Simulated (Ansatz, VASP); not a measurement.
# Two plane-wave programs on Zn2SnO3

```
Zn Sn O
1.0
     2.82487    0.00000    0.00000
     0.00000    2.82487    0.00000
     0.00000    0.00000    8.70640
Zn Sn O
2 1 3
Direct
  0.50000 0.50000 0.34606
  0.50000 0.50000 0.65394
  0.50000 0.50000 0.00000
  0.00000 0.00000 0.80156
  0.00000 0.00000 0.19844
  0.00000 0.00000 0.50000
```

Change from the starting cell: species swapped into the Li3Tl2Cd type (P4/mmm, No. 123).

Alike in both runs: functional PBE; k mesh 14 × 14 × 6; occupations gaussian, width 0.1 eV; no spin polarisation.

Ansatz relaxed the structure, and its values are those at the end. VASP's run is a single point on that final structure, the one shown.

```csv
,VASP,Ansatz
version,VASP 6.6.1,Ansatz 0.2.0
potentials or method,"VASP PAW PBE potentials, release 64 (Zn, Sn_d, O), cutoff 520 eV","scalar-relativistic, plane waves, PAW"
valence electrons in the cell,56,56
```

```csv
,VASP,Ansatz,Ansatz less VASP
gap on the k mesh at the Fermi level (eV),none,none,-
pressure (GPa),0.2,0.0,-0.21
```

A gap of «none» marks a metal or a gap that the smearing closes.
